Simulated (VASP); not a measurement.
# Li: relaxation of cell and atoms with LDA

Li:

```
Li
1.0
    -2.51850    2.51850    1.37751
     2.51850   -2.51850    1.37751
     2.51850    2.51850   -1.37751
Li
2
Cartesian
  0.0000 -1.2592 -0.3444
  0.0000 1.2592 0.3444
```

| Quantity | Value |
| --- | --- |
| Program | VASP 6.6.1 |
| Task | relaxation of cell and atoms |
| Functional | LDA |
| Potentials or basis | VASP PAW LDA potentials, release 64 (Li_sv) |
| Cutoff | 600 eV |
| k mesh | 16 × 16 × 16 |
| Occupations | fermi-dirac, width 0.05 eV |
| Spin | no spin polarisation |
| Target pressure | 1.3 GPa |
| Dipole correction | no |
| Further INCAR settings | ALGO = Normal; EDIFF = 1e-07; IBRION = 2; EDIFFG = -0.005; NSW = 32; ISIF = 3 |

| Quantity | Value |
| --- | --- |
| Relaxed volume | 17.31 Å³/atom |
| Relaxed cell | a = 3.807 Å, b = 3.807 Å, c = 3.807 Å, α = 97.48°, β = 97.48°, γ = 137.70° |
| Space group after relaxing (to 0.05 Å) | I4_1/amd (No. 141) |
| Energy change on relaxing (the enthalpy is what falls) | +1.2 meV/atom |
| Ionic steps | 3 |
| Pressure after relaxing | 1.3 GPa |
| Band gap on the k mesh | zero (band 3 reaches 2.34 eV, above the bottom of band 4 at -0.47 eV) |

The path:
| step | energy change (eV) | largest force (eV/Å) | pressure (GPa) | volume (Å³) |
| --- | --- | --- | --- | --- |
| 1 | 0.0000 | 0.0000 | 1.14 | 34.95 |
| 2 | 0.0006 | 0.0000 | 1.18 | 34.86 |
| 3 | 0.0025 | 0.0000 | 1.30 | 34.62 |

Final structure:
```yaml
crystal:
  lattice:
    - [-2.51033, 2.51033, 1.37355]
    - [2.51033, -2.51033, 1.37355]
    - [2.51033, 2.51033, -1.37355]
  atoms:
    - { symbol: Li, position: [0.62500, 0.87500, 0.75000] }
    - { symbol: Li, position: [0.37500, 0.12500, 0.25000] }
```

Levels at points of the mesh, in eV from the Fermi level:
| k point | band 1 | band 2 | band 3 | band 4 | band 5 | band 6 | band 7 |
| --- | --- | --- | --- | --- | --- | --- | --- |
| (0.00, 0.00, 0.00) | -45.53 | -45.45 | -3.61 | 4.05 | 4.05 | 6.84 | 10.09 |
| (0.50, 0.00, 0.00) | -45.48 | -45.45 | 0.08 | 2.32 | 4.84 | 5.34 | 6.76 |
| (0.50, 0.50, 0.00) | -45.48 | -45.48 | -1.50 | -1.50 | 6.93 | 6.93 | 10.64 |
| (0.50, 0.50, 0.50) | -45.48 | -45.48 | -0.60 | -0.60 | 2.94 | 2.94 | 12.47 |

It took 3.2 min on 1 thread of Oxide Virtual Turin-like Processor (shared host), peak memory 0.17 GiB.

Caveat: the cutoff is under 1.25 times the usual one of these potentials, so pressure, stress and relaxed cells hold a basis-set (Pulay) error; the cell is relaxed towards a set pressure, so the enthalpy falls and the energy may rise.
